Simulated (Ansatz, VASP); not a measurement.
Two plane-wave programs on ZnS

Contents of INCAR:

```
SYSTEM = ZnS
ALGO     = Normal         ! electronic algorithm
EDIFF    = 1E-7           ! SCF threshold, eV
ENCUT    = 520            ! plane-wave cutoff, eV
GGA      = RP             ! functional
ISIF     = 2              ! what is computed and relaxed
ISMEAR   = -1             ! smearing method
LASPH    = .True.         ! aspherical terms in the spheres
LCHARG   = .True.         ! write CHGCAR
LELF     = .True.         ! ELF
LREAL    = .False.        ! projectors in reciprocal space
LVHAR    = .True.       
LWAVE    = .False.        ! write WAVECAR
NBANDS   = 46             ! bands
NELM     = 100            ! most SCF steps
PREC     = Accurate       ! precision mode
SIGMA    = 0.05           ! smearing width, eV
```

The input KPOINTS:

```
k-points
0
Gamma
  8 8 3
  0 0 0
```

File POSCAR:

```
ZnS
1.0
    3.8227000000      0.0000000000      0.0000000000
   -1.9113500000      3.3105553110      0.0000000000
    0.0000000000      0.0000000000     12.5200000000
Zn S
4 4
Direct
    0.6666666667      0.3333333333      0.7500000000
    0.3333333333      0.6666666667      0.2500000000
    0.0000000000      0.0000000000      0.5000000000
    0.0000000000      0.0000000000      0.0000000000
    0.6666666667      0.3333333333      0.9375000000
    0.3333333333      0.6666666667      0.4375000000
    0.0000000000      0.0000000000      0.6875000000
    0.0000000000      0.0000000000      0.1875000000
```

input.yaml

```yaml
crystal:
  lattice:
    - [3.8227, 0.0, 0.0]
    - [-1.91135, 3.310555311, 0.0]
    - [0.0, 0.0, 12.52]
  atoms:
    - { symbol: Zn, position: [0.6666666667, 0.3333333333, 0.75] }
    - { symbol: Zn, position: [0.3333333333, 0.6666666667, 0.25] }
    - { symbol: Zn, position: [0.0, 0.0, 0.5] }
    - { symbol: Zn, position: [0.0, 0.0, 0.0] }
    - { symbol: S, position: [0.6666666667, 0.3333333333, 0.9375] }
    - { symbol: S, position: [0.3333333333, 0.6666666667, 0.4375] }
    - { symbol: S, position: [0.0, 0.0, 0.6875] }
    - { symbol: S, position: [0.0, 0.0, 0.1875] }
hamiltonian:
  xc: rpbe
  pseudopotentials: { kind: paw }
kpoints:
  mp_grid: { grid: [8, 8, 3] }
scf:
  occupations: { method: fermi_dirac, width: 0.05 }
output:
  forces: true
  stress: true
  eigenvalues: true
```

Alike in both runs: task single point; functional RPBE; k mesh 8 × 8 × 3; occupations fermi-dirac, width 0.05 eV; no spin polarisation.

|  | VASP | Ansatz |
| --- | --- | --- |
| version | VASP 6.6.1 | Ansatz 0.2.0 |
| potentials or method | VASP PAW PBE potentials, release 64 (Zn, S) | Ansatz PAW |
| plane-wave cutoff (eV) | 520 | 420 |
| valence electrons in the cell | 72 | 72 |

VASP gave:

```
gap on the k mesh at the Fermi level (eV)                     : 2.30
least direct gap on the mesh (eV)                             : 2.30
pressure (GPa)                                                : 4.0
traceless stress, the component that is largest in VASP (GPa) : -0.10
rms of the force components (eV/Å)                            : 0.015
```

**Question.** Estimate Ansatz's values.

**Answer.** gap on the k mesh at the Fermi level (eV): 2.30; least direct gap on the mesh (eV): 2.30; pressure (GPa): 3.9; traceless stress, the component that is largest in VASP (GPa): -0.11; rms of the force components (eV/Å): 0.015.

VASP's potentials were made for PBE, not for RPBE. Atom by atom the forces differ by 0.000 eV/Å (rms over components). The functional is the same, so the differences come from potentials, cutoffs and numerics.

Noted on Ansatz's run: odd divisions of the mesh miss points on the zone boundary, where band edges often lie, so the gap on the mesh can be too wide.
